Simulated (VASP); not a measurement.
# Si62P (a cell with a defect) in VASP: single point with LDA

Aim: the single point of Si62P (a cell with a defect) with LDA.

Program: VASP 6.6.1. These are calculated values, not measurements. Logs are shortened: lines on timing, memory, paths and dates and some standing lists are left out, and cuts for length are marked.

### Step 1. The cell of the first run

The cell holds a defect, 63 atoms: a = 10.860 Å, b = 10.860 Å, c = 10.860 Å, α = 90.00°, β = 90.00°, γ = 90.00°.

### Step 2. Single point, LDA, collinear spin

Contents of INCAR:

```
SYSTEM = Si62P
ALGO = Normal ; EDIFF = 1E-6
ENCUT = 520 ; GGA = CA
ISIF = 2 ; ISMEAR = 0
ISPIN = 2 ; LASPH = .True.
LCHARG = .True. ; LELF = .True.
LORBIT = 11 ; LREAL = Auto
LUSENCCL = .False. ; LVHAR = .True.
LWAVE = .False. ; MAGMOM = 0 0 0 0 0 0 0 0 0 0 0 0 0 0 0 0 0 0 0 0 0 0 0 0 0 0 0 0 0 0 0 0 0 0.11 0 0 0 0 0 0 0 0 0 0 0 0 0 0 0 0 0 0 0 0 0 0 0 0 0 0 0 0 0
NBANDS = 168 ; NELM = 150
PREC = Accurate ; SIGMA = 0.02
```

Contents of KPOINTS:

```
k-points
0
Gamma
  1 1 1
  0 0 0
```

Contents of POSCAR:

```
Si62P
1.0
   10.8600000000      0.0000000000      0.0000000000
    0.0000000000     10.8600000000      0.0000000000
    0.0000000000      0.0000000000     10.8600000000
Si P
62 1
Direct
    0.5033043278      0.0007056169      0.0011826888
    0.7514521179      0.2563871087     -0.0109231123
    0.8710505525      0.3727488029      0.1245753223
    0.8560783610      0.1246723757      0.3647081952
   -0.0022580110     -0.0011418969      0.0025572744
    0.1249424494      0.1243400552      0.1247906077
    0.2550047882      0.2478920810      0.0031623389
    0.3936382136      0.3557628913      0.1308094843
    0.5018587477      0.4952361878      0.0034527624
    0.6250052486      0.6254127072      0.1255554328
    0.7519933702      0.7515889503      0.0032670350
    0.8787604052      0.8718810313      0.1272561694
    0.2492288214     -0.0000385820      0.2511650092
    0.3712435543      0.1230420810      0.3816668508
    0.5211395948      0.2250158379      0.2644959484
    0.6263154696      0.3755519337      0.3796962247
    0.7486052486      0.4999092081      0.2507580110
    0.8737630755      0.6278248619      0.3729124309
    0.4935317680     -0.0008739411      0.5065340700
    0.6241395028      0.1253355433      0.6251210866
    0.7507594843      0.2516518416      0.5026500921
    0.8797030387      0.3740353591      0.6271977901
    0.7499891344     -0.0002227440      0.7491168508
    0.8741849908      0.1234502762      0.8759321363
   -0.0009357274      0.4983791897     -0.0015826888
    0.1328454880      0.6186009208      0.1227626151
    0.2507484346      0.7517753223     -0.0034806630
    0.3767937385      0.8775081952      0.1255101289
   -0.0053335175      0.2462813076      0.2480072744
    0.1214170350      0.3756775322      0.3714905157
    0.2590997238      0.4899132597      0.2466257827
    0.3735620626      0.6243967772      0.3744296501
    0.4993409761      0.7517494475      0.2498290976
    0.6170389503      0.8951256906      0.3651081031
   -0.0093381215      0.0007209945      0.4904555249
    0.1219130755      0.1238646409      0.6195260589
    0.2454426335      0.2548826888      0.4991163904
    0.3741749540      0.3750012891      0.6260906077
    0.4972250460      0.5021849908      0.5005193370
    0.6274923573      0.6328275322      0.6161211786
    0.7478027624      0.7638836096      0.4860424494
    0.8735732044      0.8758030387      0.6215722836
    0.2485891344     -0.0004466851      0.7484299263
    0.3777782689      0.1226211786      0.8764057090
    0.4998679558      0.2501215470      0.7506211786
    0.6267299263      0.3803973297      0.8687431860
    0.7524087477      0.5063180479      0.7425927256
    0.8748165746      0.6262988029      0.8750060773
    0.0050706262      0.7447830571      0.2470430939
    0.1230867403      0.8744286372      0.3740636280
   -0.0020488029      0.5017307551      0.4987423573
    0.1244577348      0.6243418048      0.6250546041
    0.2482451197      0.7500569982      0.5004016575
    0.3744637201      0.8690910681      0.6307699816
    0.0031083794      0.2480892265      0.7524738490
    0.1283938306      0.3732352670      0.8781191529
    0.2496966851      0.5000607735      0.7511840700
    0.3767336096      0.6216859116      0.8782041436
    0.5027178637      0.7469855433      0.7538813996
    0.6276892265      0.8766441989      0.8781184162
   -0.0015658379      0.7507868324      0.7483211786
    0.1229790055      0.8767651934      0.8738781768
    0.6858966851      0.0566005525      0.2362046041
```

Potentials or basis: VASP PAW LDA potentials, release 64 (Si, P).

On the command line:

```bash
cat potpaw_LDA.64/Si/POTCAR potpaw_LDA.64/P/POTCAR > POTCAR
mpirun -np 1 vasp_gam > vasp.out
```

OUTCAR:

```text
SYSTEM = Si62P
   EDIFF = 1E-6
   ENCUT = 520
   GGA = CA
   ISIF = 2
   ISMEAR = 0
   ISPIN = 2
   LASPH = .True.
   LORBIT = 11
   LREAL = Auto
   NELM = 150
   PREC = Accurate

 ion  position               nearest neighbor table
   1  0.503  0.001  0.001-  60 2.33  44 2.33  28 2.35
   2  0.751  0.256  0.989-  46 2.31  24 2.32   3 2.33
   3  0.871  0.373  0.125-   2 2.33  29 2.34  17 2.36  25 2.38
   4  0.856  0.125  0.365-  21 2.34  29 2.37  35 2.41  63 2.43
   5  0.998  0.999  0.003-  12 2.32  24 2.35   6 2.35  62 2.36
   6  0.125  0.124  0.125-   5 2.35  13 2.35   7 2.35  29 2.35
   7  0.255  0.248  0.003-  44 2.35   6 2.35   8 2.36  56 2.36
   8  0.394  0.356  0.131-   7 2.36   9 2.36  31 2.42  15 2.46
   9  0.502  0.495  0.003-  46 2.35  10 2.35  58 2.36   8 2.36
  10  0.625  0.625  0.126-  17 2.35  11 2.35   9 2.35  33 2.36
  11  0.752  0.752  0.003-  12 2.33  60 2.35  10 2.35  48 2.36
  12  0.879  0.872  0.127-   5 2.32  11 2.33  49 2.34
  13  0.249  1.000  0.251-  50 2.35   6 2.35  28 2.36  14 2.36
  14  0.371  0.123  0.382-  19 2.33  15 2.34  37 2.35  13 2.36
  15  0.521  0.225  0.264-  14 2.34  16 2.35   8 2.46  63 2.58
  16  0.626  0.376  0.380-  21 2.33  15 2.35  17 2.36  39 2.36
  17  0.749  0.500  0.251-  10 2.35  18 2.35  16 2.36   3 2.36
[... 43 lines left out ...]
  61  0.998  0.751  0.748-  48 2.35  52 2.36  62 2.36  42 2.36
  62  0.123  0.877  0.874-  43 2.34  27 2.35  61 2.36   5 2.36
  63  0.686  0.057  0.236-  34 2.37   4 2.43  15 2.58

  LATTYP: Found a simple cubic cell.
 ALAT       =    10.8600000000

  Lattice vectors:

 A1 = (  10.8600000000,   0.0000000000,   0.0000000000)
 A2 = (   0.0000000000,  10.8600000000,   0.0000000000)
 A3 = (   0.0000000000,   0.0000000000,  10.8600000000)

Analysis of symmetry for initial positions (statically):
=====================================================================
 Subroutine PRICEL returns:
 Original cell was already a primitive cell.

 Routine SETGRP: Setting up the symmetry group for a
 simple cubic supercell.

 Subroutine GETGRP returns: Found  1 space group operations
 (whereof  1 operations were pure point group operations)
 out of a pool of 48 trial point group operations.

The static configuration has the point symmetry C_1 .

Analysis of symmetry for dynamics (positions and initial velocities):
=====================================================================
 Subroutine PRICEL returns:
 Original cell was already a primitive cell.

 Routine SETGRP: Setting up the symmetry group for a
 simple cubic supercell.

 Subroutine GETGRP returns: Found  1 space group operations
 (whereof  1 operations were pure point group operations)
 out of a pool of 48 trial point group operations.

The dynamic configuration has the point symmetry C_1 .

Analysis of structural, dynamic, and magnetic symmetry:
=====================================================================
 Subroutine PRICEL returns:
 Original cell was already a primitive cell.

 Routine SETGRP: Setting up the symmetry group for a
 simple cubic supercell.

 Subroutine GETGRP returns: Found  1 space group operations
 (whereof  1 operations were pure point group operations)
 out of a pool of 48 trial point group operations.

The overall configuration has the point symmetry C_1 .

 Subroutine INISYM returns: Found  1 space group operations
 (whereof  1 operations are pure point group operations),
 and found     1 'primitive' translations

----------------------------------------------------------------------------------------

                                     Primitive cell

  volume of cell :    1280.8241

  direct lattice vectors                    reciprocal lattice vectors
    10.860000000  0.000000000  0.000000000     0.092081031  0.000000000  0.000000000
     0.000000000 10.860000000  0.000000000     0.000000000  0.092081031  0.000000000
     0.000000000  0.000000000 10.860000000     0.000000000  0.000000000  0.092081031

  length of vectors
    10.860000000 10.860000000 10.860000000     0.092081031  0.092081031  0.092081031

  position of ions in fractional coordinates (direct lattice)
[... 177 lines left out ...]
   EDIFF  = 0.1E-05   stopping-criterion for ELM
   LREAL  =      T    real-space projection
   EDIFFG = 0.1E-04   stopping-criterion for IOM
   NSW    =      0    number of steps for IOM
   IBRION =     -1    ionic relax: 0-MD 1-quasi-New 2-CG
   NFREE  =      0    steps in history (QN), initial steepest desc. (CG)
   ISIF   =      2    stress and relaxation
   ISYM   =      2    0-nonsym 1-usesym 2-fastsym
   POTIM  = 0.5000    time-step for ionic-motion
   TEBEG  =    0.0;   TEEND  =   0.0 temperature during run
   PSTRESS=    0.0 pullay stress
   NELECT =     253.0000    total number of electrons
   NUPDOWN=      -1.0000    fix difference up-down
   EMIN   =  10.00;   EMAX   =-10.00  energy-range for DOS
   EFERMI =   0.00;   METHOD = LEGACY
   ISMEAR =     0;   SIGMA  =   0.02  broadening in eV -4-tet -1-fermi 0-gaus
   EFERMI_NEDOS =   21; number of points for ismear=-14 and -15
   IALGO  =     38    algorithm
   IMIX   =      4    mixing-type and parameters
     AMIX     =   0.40;   BMIX     =  1.00
     AMIX_MAG =   1.60;   BMIX_MAG =  1.00
  volume/ion in A,a.u.               =      20.33       137.20
  Fermi-wavevector in a.u.,A,eV,Ry     =   0.953422  1.801706 12.367880  0.909014
  Thomas-Fermi vector in A             =   2.082076
   LORBIT       =     11    0 simple, 1 ext, 2 COOP (PROOUT), +10 PAW based schemes
   GGA     = CA    functional components
   LHFCALC =     F    Hartree Fock is set to
   AEXX    =    0.0000 exact exchange contribution
   IVDW    =     0    specifies the selected vdW correction
   LEPSILON=     F    determine dielectric tensor
   LRPA    =     F    only Hartree local field effects (RPA)
 spin polarized calculation
 Gauss-broadening in eV      SIGMA  =   0.02
  energy-cutoff  :      520.00
  volume of cell :     1280.82
 maximum number of plane-waves:     17229
 NGX is ok and might be reduce to    84
   NGX = 41   NGY = 41   NGZ = 41

 number of electron     252.9999998 magnetization       1.0009090

 Free energy of the ion-electron system (eV)
  ---------------------------------------------------
  ext. energy  EPLUGINS =         0.00000000
  ---------------------------------------------------
  free energy    TOTEN  =      -365.38099613 eV

  energy without entropy =     -365.38096574  energy(sigma->0) =     -365.38098094

 E-fermi :   5.9097     XC(G=0):  -9.5480

 val. band max:        5.8610214401   @ k =   0.0000   0.0000   0.0000
 cond. band min:       5.9583187456   @ k =   0.0000   0.0000   0.0000
 fundamental gap:      0.0972973055
 Fermi energy:         5.9096700934

 spin component 1

 k-point     1 :       0.0000    0.0000    0.0000
  band No.  band energies     occupation
      1      -6.3207      1.00000
      2      -5.5915      1.00000
      3      -5.2330      1.00000
      4      -5.1995      1.00000
      5      -5.1963      1.00000
      6      -5.1821      1.00000
[... 130 lines left out ...]
    137       6.7327      0.00000
    138       6.7689      0.00000
 Fermi energy:         5.9096700934

 spin component 2

 k-point     1 :       0.0000    0.0000    0.0000
  band No.  band energies     occupation
      1      -6.3063      1.00000
      2      -5.5671      1.00000
      3      -5.2234      1.00000
      4      -5.1892      1.00000
      5      -5.1843      1.00000
      6      -5.1625      1.00000
[... 130 lines left out ...]
    137       6.7444      0.00000
    138       6.7802      0.00000
 [bands above 138 left out]

------------------------ aborting loop because EDIFF is reached ----------------------------------------

  FORCE on cell =-STRESS in cart. coord.  units (eV):
  Direction    XX          YY          ZZ          XY          YZ          ZX
  --------------------------------------------------------------------------------------
  -------------------------------------------------------------------------------------
  Total      -18.0547185    -17.6093710    -10.8294817     -1.0412022     -0.0823920     -3.0021084
  in kB      -22.5845701    -22.0274868    -13.5465524     -1.3024354     -0.1030638     -3.7553246
  external PRESSURE =     -19.3862031 kB  Pullay stress =       0.0000000 kB

 VOLUME and BASIS-vectors are now :
 -----------------------------------------------------------------------------
  energy-cutoff  :      520.00
  volume of cell :     1280.82
      direct lattice vectors                 reciprocal lattice vectors
    10.860000000  0.000000000  0.000000000     0.092081031  0.000000000  0.000000000
     0.000000000 10.860000000  0.000000000     0.000000000  0.092081031  0.000000000
     0.000000000  0.000000000 10.860000000     0.000000000  0.000000000  0.092081031

 POSITION                                       TOTAL-FORCE (eV/Angst)
 -----------------------------------------------------------------------------------
      5.46588      0.00766      0.01284        -0.102856     -0.001590     -0.169403
      8.16077      2.78436     10.74138         0.009529     -0.005258     -0.028822
      9.45961      4.04805      1.35289        -0.012311      0.006013      0.020226
      9.29701      1.35394      3.96073        -0.092276     -0.001143     -0.013205
     10.83548     10.84760      0.02777        -0.007931     -0.000717      0.005598
      1.35688      1.35033      1.35523        -0.007112      0.000916     -0.001288
[... 55 lines left out ...]
      1.33555      9.52167      9.49032         0.000480     -0.007180      0.011906
      7.44884      0.61468      2.56518         0.292236     -0.045595      0.293685
 -----------------------------------------------------------------------------------
    total drift:                                0.003789      0.008140     -0.002065

  FREE ENERGIE OF THE ION-ELECTRON SYSTEM (eV)
  ---------------------------------------------------
  free  energy   TOTEN  =      -365.3809961345 eV

  energy  without entropy=     -365.3809657360  energy(sigma->0) =     -365.38098094

 total charge

# of ion       s       p       d       tot
------------------------------------------
    1        0.779   0.877   0.000   1.655
    2        0.777   0.892   0.000   1.669
    3        0.750   0.948   0.000   1.698
    4        0.752   0.896   0.000   1.648
    5        0.747   0.961   0.000   1.707
    6        0.745   0.964   0.000   1.709
[... 55 lines left out ...]
   62        0.748   0.955   0.000   1.703
   63        1.119   1.308   0.000   2.427
--------------------------------------------------
tot         47.650  60.044   0.000 107.695

 magnetization (x)

# of ion       s       p       d       tot
------------------------------------------
    1        0.000   0.006   0.000   0.007
    2        0.000   0.008   0.000   0.009
    3        0.000   0.002   0.000   0.002
    4        0.001   0.003   0.000   0.003
    5       -0.000   0.007   0.000   0.007
    6        0.000   0.003   0.000   0.003
[... 55 lines left out ...]
   62        0.001   0.009   0.000   0.010
   63        0.003   0.013   0.000   0.016
--------------------------------------------------
tot          0.060   0.288   0.000   0.347
```

Run time: 87 s. Hardware: 1 × NVIDIA H100 80GB with 1 thread of AMD EPYC 7R13 (Zen 3), shared host; peak memory 1.9 GiB.

Results:

- Free energy: -365.3810 eV
- Pressure: -1.9 GPa
- Largest force: 0.417 eV/Å
- Net moment: 1.00 μB per cell
- Site moments: Si +0.01, +0.00, +0.10, -0.00, +0.02 (each value once); P +0.02 μB
- Valence electrons inside the program's atomic spheres: Si 1.66, 1.67, 1.70, 1.65, 1.71, 1.63, 1.72, 1.69, 1.68 (each value once); P 2.43

Forces on the atoms (eV/Å):
```
Si  -0.103 -0.002 -0.169
Si   0.010 -0.005 -0.029
Si  -0.012  0.006  0.020
Si  -0.092 -0.001 -0.013
Si  -0.008 -0.001  0.006
Si  -0.007  0.001 -0.001
Si   0.012 -0.003  0.007
Si   0.013 -0.017  0.032
Si  -0.004 -0.007  0.000
Si  -0.004  0.005 -0.013
Si  -0.004  0.008 -0.002
Si  -0.063  0.045  0.025
Si  -0.001  0.006 -0.003
Si   0.020 -0.001 -0.021
Si   0.082 -0.025  0.007
Si   0.005  0.005  0.008
Si   0.003  0.002  0.000
Si   0.008 -0.007 -0.011
Si   0.005 -0.020  0.015
Si  -0.006  0.006 -0.008
Si   0.026  0.039  0.053
Si  -0.007  0.024  0.027
Si   0.003 -0.008 -0.011
Si   0.004 -0.001 -0.023
Si  -0.019 -0.011 -0.017
Si  -0.022  0.006  0.001
Si   0.023  0.016  0.002
Si   0.006  0.034  0.002
Si  -0.009 -0.002  0.010
Si   0.006 -0.008 -0.020
Si  -0.007  0.003 -0.001
Si  -0.007  0.015 -0.041
Si   0.031  0.029 -0.002
Si   0.072 -0.022  0.049
Si  -0.029 -0.019 -0.024
Si  -0.033 -0.005 -0.043
Si   0.026 -0.007 -0.016
Si  -0.013  0.011 -0.004
Si  -0.018  0.000 -0.020
Si  -0.024 -0.020 -0.002
Si   0.024 -0.036  0.033
Si  -0.002  0.004  0.017
Si  -0.049  0.009 -0.032
Si  -0.076 -0.003 -0.080
Si  -0.015  0.014 -0.012
Si  -0.014 -0.004 -0.006
Si   0.000  0.001  0.021
Si  -0.014  0.005 -0.010
Si  -0.012  0.015  0.012
Si  -0.005 -0.001 -0.012
Si   0.009 -0.005 -0.002
Si  -0.007  0.004 -0.008
Si   0.011  0.000 -0.004
Si  -0.016  0.008  0.005
Si   0.014  0.004  0.008
Si   0.003  0.000  0.004
Si   0.003 -0.001  0.003
Si  -0.008 -0.003  0.000
Si   0.004 -0.012  0.001
Si  -0.020 -0.011 -0.025
Si   0.015  0.000  0.011
Si   0.000 -0.007  0.012
P    0.292 -0.046  0.294
```

Caveat: the k points lie up to 0.58 Å⁻¹ apart.
